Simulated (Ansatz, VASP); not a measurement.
Ag: VASP and Ansatz over several settings

```xyz
4
Lattice="2.8273 0.0000 0.0000 -1.4136 2.4485 0.0000 0.0000 0.0000 9.7959" Properties=species:S:1:pos:R:3 pbc="T T T"
Ag    0.0000    0.0000    4.8979
Ag    0.0000    0.0000    0.0000
Ag    1.4136    0.8162    7.3469
Ag    0.0000    1.6323    2.4490
```

Single points on this cell with VASP 6.6.1 and Ansatz 0.2.0. Each row is one pair of runs. Alike in all rows: spin: off; k mesh: 11 × 11 × 3; smearing: fermi-dirac, width 0.05 eV.

| level | VASP's potentials, cutoff | Ansatz's potentials, cutoff | gap on the k mesh at the Fermi level (eV), VASP | gap on the k mesh at the Fermi level (eV), Ansatz | pressure (GPa), VASP | pressure (GPa), Ansatz |
| --- | --- | --- | --- | --- | --- | --- |
| PBE | VASP PAW PBE potentials, release 64 (Ag), 520 eV | Ansatz PAW, 420 eV | none | none | 5.7 | 5.9 |
| LDA | VASP PAW LDA potentials, release 64 (Ag), 520 eV | Ansatz PAW, 420 eV | none | none | -6.1 | -6.3 |
| r2SCAN | VASP PAW PBE potentials, release 64 (Ag), 520 eV | Ansatz PAW, 500 eV | none | none | 2.8 | 2.6 |

Pressure (GPa): the two programs differ by at most 0.18.

VASP's potentials hold 44 valence electrons a cell and Ansatz's 76, so a difference there can come from the potentials and not from the codes.

A gap of «none» marks a metal or a gap that the smearing closes.
